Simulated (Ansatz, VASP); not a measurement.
## IrRu: VASP beside Ansatz

The input INCAR:

```
SYSTEM = IrRu
  ALGO = Normal
  EDIFF = 1E-6
  ENCUT = 560
  GGA_COMPAT = .FALSE.
  ISIF = 2
  ISMEAR = 0
  LASPH = .TRUE.
  LCHARG = .FALSE.
  LREAL = .FALSE.
  LWAVE = .FALSE.
  NBANDS = 24
  NELM = 120
  PREC = Accurate
  SIGMA = 0.15
```

Contents of KPOINTS:

```
k-points
0
G
  24 24 12
  0 0 0
```

File POSCAR:

```
IrRu
1.0
    2.7249110840      0.0000000000      0.0000000000
   -1.3624555420      2.3598422218      0.0000000000
    0.0000000000      0.0000000000      4.3306976446
Ru Ir
1 1
Direct
    0.6666666667      0.3333333333      0.0000000000
    0.0000000000      0.0000000000      0.5000000000
```

Input for Ansatz:

```yaml
crystal:
  lattice:
    - [2.724911084, 0.0, 0.0]
    - [-1.362455542, 2.3598422218, 0.0]
    - [0.0, 0.0, 4.3306976446]
  atoms:
    - { symbol: Ru, position: [0.6666666667, 0.3333333333, 0.0] }
    - { symbol: Ir, position: [0.0, 0.0, 0.5] }
basis:
  ecutwfc: 420
kpoints:
  mp_grid: { grid: [24, 24, 12] }
hamiltonian:
  xc: lda
scf:
  occupations: { method: gaussian, width: 0.15 }
output:
  forces: true
  stress: true
  eigenvalues: true
```

Alike in both runs: task single point; functional LDA; k mesh 24 × 24 × 12; occupations gaussian, width 0.15 eV; no spin polarisation.

|  | VASP | Ansatz |
| --- | --- | --- |
| version | VASP 6.6.1 | Ansatz 0.2.0 |
| potentials or method | VASP PAW LDA potentials, release 64 (Ru_sv, Ir_sv_GW), cutoff 560 eV | scalar-relativistic, plane waves, PAW |
| valence electrons in the cell | 33 | 33 |

```tsv
	VASP	Ansatz	Ansatz less VASP
gap on the k mesh at the Fermi level (eV)	none	none	-
pressure (GPa)	-11.8	-11.8	-0.02
traceless stress, the component that is largest in VASP (GPa)	-0.31	-0.32	-0.007
```

LDA's correlation is that of Perdew and Zunger in VASP and of Perdew and Wang (1992) in Ansatz. A gap of «none» marks a metal or a gap that the smearing closes.

Neither program's run includes spin-orbit coupling.
